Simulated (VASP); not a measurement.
Write the native input for VASP 6.6.1 that does the following.

* Task: single point
* Functional: r2SCAN
* Potentials or basis: VASP PAW PBE potentials, release 64 (Rh_pv)
* Cutoff: 520 eV
* k mesh: 23 × 23 × 23
* Occupations: fermi-dirac, width 0.05 eV
* Spin: collinear spin, ferromagnetic start
* Starting moments: [1.0] μB
* Dipole correction: no
* Further INCAR settings: ALGO = Normal; EDIFF = 1e-06; NBANDS = 18

Crystal: Rh.

```
Rh
1.0
     0.00000    1.90015    1.90015
     1.90015    0.00000    1.90015
     1.90015    1.90015    0.00000
Rh
1
Direct
  0.00000 0.00000 0.00000
```

The input as run:

POSCAR

```
Rh
1.0
    0.0000000000      1.9001492147      1.9001492147
    1.9001492147      0.0000000000      1.9001492147
    1.9001492147      1.9001492147      0.0000000000
Rh
1
Direct
    0.0000000000      0.0000000000      0.0000000000
```

INCAR.step1

```
PREC = Accurate
ENCUT = 520
ISMEAR = -1
SIGMA = 0.05
LREAL = F
LASPH = T
NELM = 150
ISPIN = 2
MAGMOM = 1
LMAXMIX = 4
NBANDS = 18
GGA = PE
ALGO = Normal
EDIFF = 1E-4
LWAVE = T
LCHARG = F
```

INCAR.step2

```
PREC = Accurate
ENCUT = 520
EDIFF = 1E-6
ISMEAR = -1
SIGMA = 0.05
LREAL = F
LASPH = T
NELM = 150
ALGO = Normal
ISIF = 2
LWAVE = F
LCHARG = F
ISPIN = 2
MAGMOM = 1
LORBIT = 11
LMAXMIX = 4
METAGGA = R2SCAN
LMIXTAU = T
NBANDS = 18
ISTART = 1
```

KPOINTS

```
regular mesh
0
Gamma
  23 23 23
```

Potentials or basis: VASP PAW PBE potentials, release 64 (Rh_pv).

The run is started by

```console
$ cat potpaw_PBE.64/Rh_pv/POTCAR > POTCAR
$ cp INCAR.step1 INCAR
$ mpirun -np 1 vasp_std > vasp.out
$ cp INCAR.step2 INCAR
$ mpirun -np 1 vasp_std > vasp.out
```

Results of the run:

```
Pressure                                              : 1.2 GPa
Net moment                                            : 0.00 μB per cell
Valence electrons inside the program's atomic spheres : Rh 13.82
```

Caveat: the PAW data sets were made with another functional, which shifts forces and pressure a little.

It took 10 min on 1 thread of AMD EPYC 7R13 Processor (Zen 3), with other jobs on the host, peak memory 0.2 GiB.
